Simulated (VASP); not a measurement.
Li2Se: single point with PBE

Li2Se:

```
Se Li
1.0
     0.00000    2.99352    2.99352
     2.99352    0.00000    2.99352
     2.99352    2.99352    0.00000
Se Li
1 2
Cartesian
  0.0000 0.0000 0.0000
  1.4968 1.4968 1.4968
  4.4903 4.4903 4.4903
```

```json
{"Program": "VASP 6.6.1", "Task": "single point", "Functional": "PBE", "Potentials or basis": "VASP PAW PBE potentials, release 64 (Se, Li_sv)", "Cutoff": "750 eV", "k mesh": "4 × 4 × 4", "Occupations": "gaussian, width 0.01 eV", "Spin": "non-collinear spin, zero start, spin-orbit coupling", "Starting moments": "[[0.0, 0.0, 0.0], [0.0, 0.0, 0.0], [0.0, 0.0, 0.0]] μB", "Dipole correction": "no", "Further INCAR settings": "ALGO = Normal; EDIFF = 1e-06; NBANDS = 25"}
```

```yaml
Pressure: 0.3 GPa
Net_moment: 0.00 μB per cell
Valence_electrons_inside_the_program's_atomic_spheres: Se 3.93; Li 2.07
```

Moments on the atoms (μB; x, y, z):
```
Se  0.00 0.00 0.00
Li  0.00 0.00 0.00
Li  0.00 0.00 0.00
```

Run time: 62 s on 1 thread of Intel(R) Xeon(R) Platinum 8259CL CPU @ 2.50GHz (Skylake/Cascade Lake), on a shared host, peak memory 0.48 GiB.

Caveat: the k points lie up to 0.45 Å⁻¹ apart.
